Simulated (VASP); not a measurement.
A run of VASP 6.6.1:

File INCAR:

```
SYSTEM = Ge
  ALGO = Normal
  EDIFF = 1E-6
  EDIFFG = -0.04
  ENCUT = 600
  GGA = PE
  IBRION = 2
  ISIF = 3
  ISMEAR = 0
  LASPH = .TRUE.
  LCHARG = .FALSE.
  LREAL = .FALSE.
  LWAVE = .FALSE.
  NELM = 80
  NSW = 90
  PREC = Accurate
  SIGMA = 0.1
```

The input KPOINTS:

```
k-points
0
G
  4 4 6
  0 0 0
```

The input POSCAR:

```
Ge
1.0
    6.3215242300      0.0000000000      0.0000000000
    0.0000000000      6.3215242300      0.0000000000
    0.0000000000      0.0000000000      2.5053997800
Ge
6
Direct
    0.5000000000      0.5000000000      0.0000000000
    0.0000000000      0.0000000000      0.0000000000
    0.8631799800      0.6368200200      0.0000000000
    0.1368200200      0.3631799800      0.0000000000
    0.6368200200      0.1368200200      0.0000000000
    0.3631799800      0.8631799800      0.0000000000
```

Potentials or basis: VASP PAW PBE potentials, release 64 (Ge_d).

Run with:

```sh
$ cat potpaw_PBE.64/Ge_d/POTCAR > POTCAR
$ mpirun -np 1 vasp_std > vasp.out
```

Hardware: 1 thread of Intel(R) Xeon(R) Platinum 8488C (Sapphire Rapids) (shared host).

Estimate the wall time of this run.

Wall time 8.2 min on 1 thread of Intel(R) Xeon(R) Platinum 8488C (Sapphire Rapids) (shared host), peak memory 0.3 GiB. Counts: scf iterations 71, k points 24, ion steps 8.
